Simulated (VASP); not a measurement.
Input of a VASP 6.6.1 run:

POSCAR

```
TiAl3
1.0
    3.9556712500      0.0000000000      0.0000000000
    0.0000000000      3.9556712500      0.0000000000
    0.0000000000      0.0000000000      7.9113425000
Ti Al
2 6
Direct
    0.0044689430      0.0044689430      0.0000000000
   -0.0044689430     -0.0044689430      0.5000000000
    0.5038850596      0.5038850596      0.0000000000
    0.4961149404      0.4961149404      0.5000000000
    0.5000000000      0.0000000000      0.2500000000
    0.5000000000      0.0000000000      0.7500000000
    0.0000000000      0.5000000000      0.2500000000
    0.0000000000      0.5000000000      0.7500000000
```

INCAR.step1

```
PREC = Accurate ; ENCUT = 520
ISMEAR = 0 ; SIGMA = 0.15
LREAL = F ; LASPH = T
NELM = 60 ; NBANDS = 31
GGA = PE ; ALGO = Normal
EDIFF = 1E-4 ; LWAVE = T
LCHARG = F
```

File INCAR.step2:

```
PREC = Accurate ; ENCUT = 520
EDIFF = 1E-6 ; ISMEAR = 0
SIGMA = 0.15 ; LREAL = F
LASPH = T ; NELM = 60
ALGO = Normal ; ISIF = 2
LWAVE = F ; LCHARG = F
METAGGA = R2SCAN ; LMIXTAU = T
NBANDS = 31 ; ISTART = 1
```

The input KPOINTS:

```
regular mesh
0
Gamma
  12 12 6
```

Potentials or basis: VASP PAW PBE potentials, release 64 (Ti_sv, Al).

Run with:

```sh
$ cat potpaw_PBE.64/Ti_sv/POTCAR potpaw_PBE.64/Al/POTCAR > POTCAR
$ cp INCAR.step1 INCAR
$ mpirun -np 1 vasp_std > vasp.out
$ cp INCAR.step2 INCAR
$ mpirun -np 1 vasp_std > vasp.out
```

(1) What does it give for the largest force?

(2) What does it give for the pressure?

(3) What does it give for the band gap on the k mesh?

Answers

(1) 0.159 eV/Å.

(2) 0.0 GPa.

(3) zero (bands 21 and 22 overlap by 3.18 eV).

Caveat: the cell differs from its parent crystal (atoms displaced along a vibrational mode); the PAW data sets were made with another functional, which shifts forces and pressure a little.
